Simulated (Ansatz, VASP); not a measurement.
# SiHg4Sb2 in VASP and in Ansatz

POSCAR

```
SiHg4Sb2
1.0
    4.0564970000      0.0000000000      0.0000000000
   -2.0282480000      3.5130300000      0.0000000000
   -2.0282480000      1.1710100000     13.0824380000
Sb Hg Si
2 4 1
Direct
    0.4320000000      0.5680000000      0.2960000000
    0.5680000000      0.4320000000      0.7040000000
    0.1460000000      0.8540000000      0.4380000000
    0.8540000000      0.1460000000      0.5620000000
    0.2840000000      0.7160000000      0.8520000000
    0.7160000000      0.2840000000      0.1480000000
    0.0000000000      0.0000000000      0.0000000000
```

The input INCAR.step1:

```
PREC = Accurate ; ENCUT = 520
ISMEAR = -1 ; SIGMA = 0.1
LREAL = F ; LASPH = T
NELM = 100 ; NBANDS = 40
GGA = PE ; ALGO = Normal
EDIFF = 1E-4 ; LWAVE = T
LCHARG = F
```

File INCAR.step2:

```
PREC = Accurate ; ENCUT = 520
EDIFF = 1E-6 ; ISMEAR = -1
SIGMA = 0.1 ; LREAL = F
LASPH = T ; NELM = 100
ALGO = Normal ; ISIF = 2
LWAVE = F ; LCHARG = F
METAGGA = R2SCAN ; LMIXTAU = T
NBANDS = 40 ; ISTART = 1
```

KPOINTS

```
Automatic mesh
0
Gamma
  8 8 8
```

Input for Ansatz:

```yaml
crystal:
  lattice:
    - [4.056497, 0.0, 0.0]
    - [-2.028248, 3.51303, 0.0]
    - [-2.028248, 1.17101, 13.082438]
  atoms:
    - { symbol: Sb, position: [0.432, 0.568, 0.296] }
    - { symbol: Sb, position: [0.568, 0.432, 0.704] }
    - { symbol: Hg, position: [0.146, 0.854, 0.438] }
    - { symbol: Hg, position: [0.854, 0.146, 0.562] }
    - { symbol: Si, position: [0.0, 0.0, 0.0] }
    - { symbol: Hg, position: [0.284, 0.716, 0.852] }
    - { symbol: Hg, position: [0.716, 0.284, 0.148] }
  symmetry: { tolerance: 0.0003 }
kpoints:
  mp_grid: { grid: [8, 8, 8], shift: [0, 0, 0] }
  band_path:
    path:
      - [0.0, 0.0, 0.0]
      - [0.0, 0.0, 0.5]
      - [0.65598393, -0.32799197, 0.17200803]
      - [0.67200803, -0.34401607, -0.17200803]
      - [0.5, 0.0, 0.0]
      - [0.0, 0.0, 0.0]
      - [0.67200803, -0.33600402, -0.33600402]
      - [0.66399598, -0.33600402, 0.0]
      - [0.5, -0.5, 0.0]
      - [0.0, 0.0, 0.0]
    npoints: 6
magnetization:
  spin_polarized: false
scf:
  occupations: { method: fermi_dirac }
  lower_state_search: "off"
  max_iter: 200
hamiltonian:
  pseudopotentials: { kind: paw }
  xc: r2scan
basis:
  ecutwfc: 500
  fft_grid_basis: typed
output:
  forces: true
  stress: true
  eigenvalues: true
  bader: true
  populations: true
  elf: true
  write_potential: true
  volumetric_format: npy
  dos:
    e_range: [-12, 8]
    de: 0.05
    projected: { site_lists: { Hg: [Hg], Sb: [Sb], Si: [Si] } }
checkpoint:
  read: saved_state
```

Alike in both runs: task single point; functional r2SCAN; k mesh 8 × 8 × 8; no spin polarisation.

|  | VASP | Ansatz |
| --- | --- | --- |
| version | VASP 6.6.1 | Ansatz 0.2.0 |
| potentials or method | VASP PAW PBE potentials, release 64 (Sb, Hg, Si), cutoff 520 eV | PAW plane waves |
| occupations | fermi-dirac, width 0.1 eV | fermi-dirac |
| valence electrons in the cell | 62 | 114 |

|  | VASP | Ansatz | Ansatz less VASP |
| --- | --- | --- | --- |
| pressure (GPa) | -2.1 | -2.3 | -0.19 |
| rms of the force components (eV/Å) | 0.276 | 0.263 | -0.0133 |

VASP's potentials were made for PBE, not for r2SCAN. VASP's potentials hold 62 valence electrons a cell and Ansatz's 114, so a difference there can come from the potentials and not from the codes.

Neither program's run includes spin-orbit coupling.
